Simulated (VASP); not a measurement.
# TaN (P1) in VASP: a series of runs

Runs on TaN. Level: PBEsol. Tasks: single point.

Program: VASP 6.6.1. These are calculated values, not measurements. Logs are shortened: lines on timing, memory, paths and dates and some standing lists are left out, and cuts for length are marked.

## 1. The cell of the first run

The typed cell holds 2 atoms: a = 2.938 Å, b = 2.963 Å, c = 2.883 Å, α = 90.41°, β = 91.14°, γ = 120.85°.

## 2. Single point, PBEsol (equal xy, yz and zx shear strains of -2 %)

INCAR reads:

```
ALGO     = Normal         # electronic algorithm
EDIFF    = 1E-6           # SCF threshold, eV
ENCUT    = 520            # plane-wave cutoff, eV
GGA      = PS             # functional
ISIF     = 2              # what is computed and relaxed
ISMEAR   = -1             # smearing method
LASPH    = True           # aspherical terms in the spheres
LCHARG   = False          # write CHGCAR
LREAL    = False          # projectors in reciprocal space
LWAVE    = False          # write WAVECAR
NBANDS   = 15             # bands
NELM     = 60             # most SCF steps
PREC     = Accurate       # precision mode
SIGMA    = 0.02           # smearing width, eV
```

KPOINTS reads:

```
k-points
0
Gamma
  12 12 10
```

POSCAR reads:

```
TaN
1.0
    2.9379988584     -0.0293799886     -0.0293799886
   -1.4944432457      2.5590716420     -0.0107538222
   -0.0288300000     -0.0288300000      2.8830000000
Ta N
1 1
Direct
    0.3333333333      0.6666666667      0.5000000000
    0.0000000000      0.0000000000      0.0000000000
```

Potentials or basis: VASP PAW PBE potentials, release 64 (Ta_pv, N).

Command:

```console
cat potpaw_PBE.64/Ta_pv/POTCAR potpaw_PBE.64/N/POTCAR > POTCAR
mpirun -np 1 vasp_std > vasp.out
```

OUTCAR:

```text
EDIFF = 1E-6
   ENCUT = 520
   GGA = PS
   ISIF = 2
   ISMEAR = -1
   LASPH = True
   LREAL = False
   NELM = 60
   PREC = Accurate

 ion  position               nearest neighbor table
   1  0.333  0.667  0.500-   2 2.18   2 2.20   2 2.23   2 2.24   2 2.25   2 2.25
   2  0.000  0.000  0.000-   1 2.18   1 2.20   1 2.23   1 2.24   1 2.25   1 2.25

  LATTYP: Found a triclinic cell.
 ALAT       =     2.9634985960
 B/A-ratio  =     1.7173188991
 C/A-ratio  =     1.4028711762
 COS(alpha) =     0.0002632333
 COS(beta)  =     0.3574413894
 COS(gamma) =     0.8685228474

  Lattice vectors:

 A1 = (   1.4944432457,  -2.5590716420,   0.0107538222)
 A2 = (   0.0508876330,  -5.0887632954,   0.0508876330)
 A3 = (   2.9668288584,  -0.0005499886,  -2.9123799886)

Analysis of symmetry for initial positions (statically):
=====================================================================
 Subroutine PRICEL returns:
 Original cell was already a primitive cell.

 Routine SETGRP: Setting up the symmetry group for a
 triclinic supercell.

 Subroutine GETGRP returns: Found  1 space group operations
 (whereof  1 operations were pure point group operations)
 out of a pool of  2 trial point group operations.

The static configuration has the point symmetry C_1 .

Analysis of symmetry for dynamics (positions and initial velocities):
=====================================================================
 Subroutine PRICEL returns:
 Original cell was already a primitive cell.

 Routine SETGRP: Setting up the symmetry group for a
 triclinic supercell.

 Subroutine GETGRP returns: Found  1 space group operations
 (whereof  1 operations were pure point group operations)
 out of a pool of  2 trial point group operations.

The dynamic configuration has the point symmetry C_1 .

 Subroutine INISYM returns: Found  1 space group operations
 (whereof  1 operations are pure point group operations),
 and found     1 'primitive' translations

----------------------------------------------------------------------------------------

                                     Primitive cell

  volume of cell :      21.5450

  direct lattice vectors                    reciprocal lattice vectors
     2.937998858 -0.029379989 -0.029379989     0.342421869  0.199989860  0.005424117
    -1.494443246  2.559071642 -0.010753822     0.003970729  0.393102215  0.003970729
    -0.028830000 -0.028830000  2.883000000     0.003504353  0.003504353  0.346930996

  length of vectors
     2.938292644  2.963498596  2.883288286     0.396583032  0.393142321  0.346966392

  position of ions in fractional coordinates (direct lattice)
     0.333333333  0.666666667  0.500000000
     0.000000000  0.000000000  0.000000000

  ion indices of the primitive-cell ions
   primitive index   ion index
                 1           1
                 2           2

----------------------------------------------------------------------------------------

 KPOINTS: k-points

Automatic generation of k-mesh.
 Grid dimensions read from file:
 generate k-points for:   12   12   10

 Generating k-lattice:

  Cartesian coordinates                     Fractional coordinates (reciprocal lattice)
     0.028535156  0.016665822  0.000452010     0.083333333 -0.000000000  0.000000000
     0.000330894  0.032758518  0.000330894    -0.000000000  0.083333333  0.000000000
     0.000350435  0.000350435  0.034693100    -0.000000000  0.000000000  0.100000000

  Length of vectors
     0.033048586  0.032761860  0.034696639

  Shift w.r.t. Gamma in fractional coordinates (k-lattice)
     0.000000000  0.000000000  0.000000000

 Subroutine IBZKPT returns following result:
 ===========================================

 Found    724 irreducible k-points:

 Following reciprocal coordinates:
            Coordinates               Weight
  0.000000  0.000000  0.000000      1.000000
  0.083333 -0.000000  0.000000      2.000000
  0.166667  0.000000  0.000000      2.000000
  0.250000 -0.000000  0.000000      2.000000
  0.333333 -0.000000  0.000000      2.000000
  0.416667 -0.000000  0.000000      2.000000
[... 16 lines left out ...]
  0.250000  0.166667  0.000000      2.000000
  0.333333  0.166667  0.000000      2.000000
 [... further k-points ...]
   k-points           NKPTS =    724   k-points in BZ     NKDIM =    724   number of bands    NBANDS=     15
   number of dos      NEDOS =    301   number of ions     NIONS =      2
   total plane-waves  NPLWV =  13824
   dimension x,y,z NGX =    24 NGY =   24 NGZ =   24
   dimension x,y,z NGXF=    48 NGYF=   48 NGZF=   48
   ions per type =               1   1
   NGX,Y,Z   is equivalent  to a cutoff of  13.58, 13.46, 13.84 a.u.
   NGXF,Y,Z  is equivalent  to a cutoff of  27.16, 26.93, 27.68 a.u.
 SYSTEM =  unknown system
   PREC   = accura    normal or accurate (medium, high low for compatibility)
   ISTART =      0    job   : 0-new  1-cont  2-samecut
   ICHARG =      2    charge: 1-file 2-atom 10-const
   ISPIN  =      1    spin polarized calculation?
   LNONCOLLINEAR =      F non collinear calculations
   LSORBIT =      F    spin-orbit coupling
   LASPH  =      T    aspherical Exc in radial PAW
   ENCUT  =  520.0 eV  38.22 Ry    6.18 a.u.   5.46  5.51  5.36*2*pi/ulx,y,z
   NELM   =     60;   NELMIN=  2; NELMDL= -5     # of ELM steps
   EDIFF  = 0.1E-05   stopping-criterion for ELM
   LREAL  =      F    real-space projection
[... 7 lines left out ...]
   TEBEG  =    0.0;   TEEND  =   0.0 temperature during run
   PSTRESS=    0.0 pullay stress
   NELECT =      16.0000    total number of electrons
   NUPDOWN=      -1.0000    fix difference up-down
   EMIN   =  10.00;   EMAX   =-10.00  energy-range for DOS
   EFERMI =   0.00;   METHOD = LEGACY
   ISMEAR =    -1;   SIGMA  =   0.02  broadening in eV -4-tet -1-fermi 0-gaus
   EFERMI_NEDOS =   21; number of points for ismear=-14 and -15
   IALGO  =     38    algorithm
   IMIX   =      4    mixing-type and parameters
     AMIX     =   0.40;   BMIX     =  1.00
     AMIX_MAG =   1.60;   BMIX_MAG =  1.00
  volume/ion in A,a.u.               =      10.77        72.70
  Fermi-wavevector in a.u.,A,eV,Ry     =   1.482515  2.801547 29.903567  2.197850
  Thomas-Fermi vector in A             =   2.596291
   LORBIT       =      0    0 simple, 1 ext, 2 COOP (PROOUT), +10 PAW based schemes
   GGA     = PS    functional components
   LHFCALC =     F    Hartree Fock is set to
   AEXX    =    0.0000 exact exchange contribution
   IVDW    =     0    specifies the selected vdW correction
   LEPSILON=     F    determine dielectric tensor
   LRPA    =     F    only Hartree local field effects (RPA)
 non-spin polarized calculation
  energy-cutoff  :      520.00
  volume of cell :       21.55
 maximum number of plane-waves:       600
 NGX is ok and might be reduce to    24
   NGX = 11   NGY = 11   NGZ = 11

 number of electron      16.0000000 magnetization

 Free energy of the ion-electron system (eV)
  ---------------------------------------------------
  ext. energy  EPLUGINS =         0.00000000
  ---------------------------------------------------
  free energy    TOTEN  =       -23.78368056 eV

  energy without entropy =      -23.78358361  energy(sigma->0) =      -23.78363209

 E-fermi :   8.1387     XC(G=0): -13.5062

 val. band max:        8.1265475139   @ k =  -0.0833   0.0000   0.4000
 cond. band min:       8.1489740685   @ k =   0.0833  -0.0000   0.4000
 fundamental gap:      0.0224265546
 Fermi energy:         8.1386863181

 k-point     1 :       0.0000    0.0000    0.0000
  band No.  band energies     occupation
      1     -26.6824      2.00000
      2     -26.4364      2.00000
      3     -26.3923      2.00000
      4      -9.6434      2.00000
      5       3.3980      2.00000
      6       3.6360      2.00000
      7       3.8939      2.00000
      8       5.1884      2.00000
      9      10.2667      0.00000
     10      11.4854      0.00000
     11      11.7069      0.00000
     12      12.1536      0.00000
     13      12.2535      0.00000
     14      21.1245      0.00000
     15      21.5395      0.00000

 k-point     2 :       0.0833   -0.0000    0.0000
  band No.  band energies     occupation
      1     -26.6725      2.00000
      2     -26.4771      2.00000
      3     -26.4468      2.00000
      4      -9.4949      2.00000
      5       3.1593      2.00000
      6       3.5399      2.00000
      7       4.0974      2.00000
      8       4.9837      2.00000
      9      10.7931      0.00000
     10      11.4316      0.00000
     11      11.5284      0.00000
     12      12.0681      0.00000
     13      12.4007      0.00000
     14      21.1150      0.00000
     15      21.5298      0.00000

 k-point     3 :       0.1667    0.0000    0.0000
  band No.  band energies     occupation
      1     -26.6812      2.00000
      2     -26.6452      2.00000
      3     -26.4974      2.00000
      4      -9.0854      2.00000
      5       2.2387      2.00000
      6       3.8330      2.00000
      7       4.3807      2.00000
      8       4.6650      2.00000
      9      10.7181      0.00000
     10      11.5645      0.00000
     11      11.8882      0.00000
     12      12.0726      0.00000
     13      12.8223      0.00000
     14      21.1066      0.00000
     15      21.5146      0.00000
[... 343 lines left out ...]
 k-point    23 :       0.2500    0.1667    0.0000
  band No.  band energies     occupation
      1     -27.2293      2.00000
      2     -26.7260      2.00000
      3     -26.5572      2.00000
      4      -7.6738      2.00000
      5       0.4725      2.00000
      6       3.2243      2.00000
      7       3.8289      2.00000
      8       6.0020      2.00000
      9       9.4979      0.00000
     10      10.4028      0.00000
     11      13.0644      0.00000
     12      14.2243      0.00000
     13      15.5636      0.00000
     14      21.4113      0.00000
     15      21.8129      0.00000

 k-point    24 :       0.3333    0.1667    0.0000
  band No.  band energies     occupation
      1     -27.3457      2.00000
      2     -26.8079      2.00000
      3     -26.5338      2.00000
      4      -7.2604      2.00000
      5       0.1785      2.00000
      6       2.9857      2.00000
      7       3.4591      2.00000
      8       6.3335      2.00000
      9       9.9031      0.00000
     10      10.1986      0.00000
     11      12.6730      0.00000
     12      14.5753      0.00000
     13      17.2666      0.00000
     14      20.8687      0.00000
     15      21.5211      0.00000

 [... further k-points ...]

------------------------ aborting loop because EDIFF is reached ----------------------------------------

  FORCE on cell =-STRESS in cart. coord.  units (eV):
  Direction    XX          YY          ZZ          XY          YZ          ZX
  --------------------------------------------------------------------------------------
  -------------------------------------------------------------------------------------
  Total       -0.5189449     -0.4566411     -0.4965613      0.6079211      0.6796320      0.6808200
  in kB      -38.5908643    -33.9576964    -36.9263296     45.2074991     50.5402132     50.6285554
  external PRESSURE =     -36.4916301 kB  Pullay stress =       0.0000000 kB

 VOLUME and BASIS-vectors are now :
 -----------------------------------------------------------------------------
  energy-cutoff  :      520.00
  volume of cell :       21.55
      direct lattice vectors                 reciprocal lattice vectors
     2.937998858 -0.029379989 -0.029379989     0.342421869  0.199989860  0.005424117
    -1.494443246  2.559071642 -0.010753822     0.003970729  0.393102215  0.003970729
    -0.028830000 -0.028830000  2.883000000     0.003504353  0.003504353  0.346930996

 POSITION                                       TOTAL-FORCE (eV/Angst)
 -----------------------------------------------------------------------------------
     -0.03138      1.68184      1.42454        -0.053103     -0.002525     -0.022715
      0.00000      0.00000      0.00000         0.053103      0.002525      0.022715
 -----------------------------------------------------------------------------------
    total drift:                               -0.000216     -0.000051     -0.000008

  FREE ENERGIE OF THE ION-ELECTRON SYSTEM (eV)
  ---------------------------------------------------
  free  energy   TOTEN  =       -23.7836805630 eV

  energy  without entropy=      -23.7835836082  energy(sigma->0) =      -23.78363209
```

Wall time 62 s (1 thread of Intel Xeon 6975P-C (Granite Rapids), shared host); peak memory 0.34 GiB.

Results:

| Quantity | Value |
| --- | --- |
| Free energy | -23.7837 eV |
| Pressure | -3.6 GPa |
| Largest force | 0.058 eV/Å |
| Band gap on the k mesh | zero (bands 8 and 9 overlap by 0.25 eV) |

Forces in eV/Å, atoms in the order of the input:
```
Ta  -0.053 -0.003 -0.023
N    0.053  0.003  0.023
```

Caveat: the cell differs from its parent crystal (equal xy, yz and zx shear strains of -2 %); the cell stands under tension; the PAW data sets were made with another functional, which shifts forces and pressure a little; spin-orbit coupling is left out, which moves the levels of the heavy elements.

[end of part 1 of 2]

The gap in the log of VASP goes by the Fermi energy; the results here count the filled bands.